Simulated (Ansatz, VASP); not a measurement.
# One calculation of BeMoC4, two programs

```
CELL_PARAMETERS angstrom
3.60823 0.00000 0.00000
0.00000 3.60823 0.00000
0.00000 0.00000 4.10523
ATOMIC_POSITIONS crystal
Be 0.50000 0.50000 0.50000
Mo 0.00000 0.00000 0.00000
C 0.50000 0.00000 0.66353
C 0.00000 0.50000 0.33647
C 0.50000 0.00000 0.33647
C 0.00000 0.50000 0.66353
```

Change from the starting cell: species swapped into the NbVH4 type (P4/mmm, No. 123).

Alike in both runs: functional PBE; k mesh 10 × 10 × 10; occupations gaussian, width 0.1 eV; no spin polarisation.

Ansatz relaxed the structure, and its values are those at the end. VASP's run is a single point on that final structure, the one shown.

```csv
,VASP,Ansatz
version,VASP 6.6.1,Ansatz 0.2.0
potentials or method,"VASP PAW PBE potentials, release 64 (Be, Mo_sv, C), cutoff 520 eV","scalar-relativistic, plane waves, PAW"
valence electrons in the cell,32,32
```

|  | VASP | Ansatz | Ansatz less VASP |
| --- | --- | --- | --- |
| gap on the k mesh at the Fermi level (eV) | none | none | - |
| pressure (GPa) | 0.4 | 0.0 | -0.44 |
| rms of the force components (eV/Å) | 0.039 | 0.000 | -0.0388 |

A gap of «none» marks a metal or a gap that the smearing closes.
